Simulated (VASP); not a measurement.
Hf:

```xyz
1
Lattice="-1.8050 1.8050 1.8050 1.8050 -1.8050 1.8050 1.8050 1.8050 -1.8050" Properties=species:S:1:pos:R:3 pbc="T T T"
Hf    0.0000    0.0000    0.0000
```

Base run:

* Program: VASP 6.6.1
* Functional: PBE
* Potentials or basis: VASP PAW PBE potentials, release 64 (Hf_pv)
* Cutoff: 520 eV
* k mesh: 16 × 16 × 16
* Occupations: fermi-dirac, width 0.08 eV
* Spin: no spin polarisation

Its results: band gap on the k mesh zero (band 5 reaches 5.73 eV, above the bottom of band 6 at 3.55 eV); pressure -5.1 GPa.

**Question.** After a change of settings the same cell gave: band gap on the k mesh zero (band 5 reaches 5.85 eV, above the bottom of band 6 at 3.43 eV); pressure -5.8 GPa. Which change was it?
A. functional from PBE to r2SCAN; cutoff from 520 eV to 550 eV
B. functional from PBE to PBEsol
C. functional from PBE to PBEsol; further incar settings from ALGO = Normal; EDIFF = 1e-06; NBANDS = 11 to ALGO = Normal; EDIFF = 1e-08; NBANDS = 11

**Answer.** A.

Caveats: spin-orbit coupling is left out, which moves the levels of the heavy elements; the PAW data sets were made with another functional, which shifts forces and pressure a little (some runs).
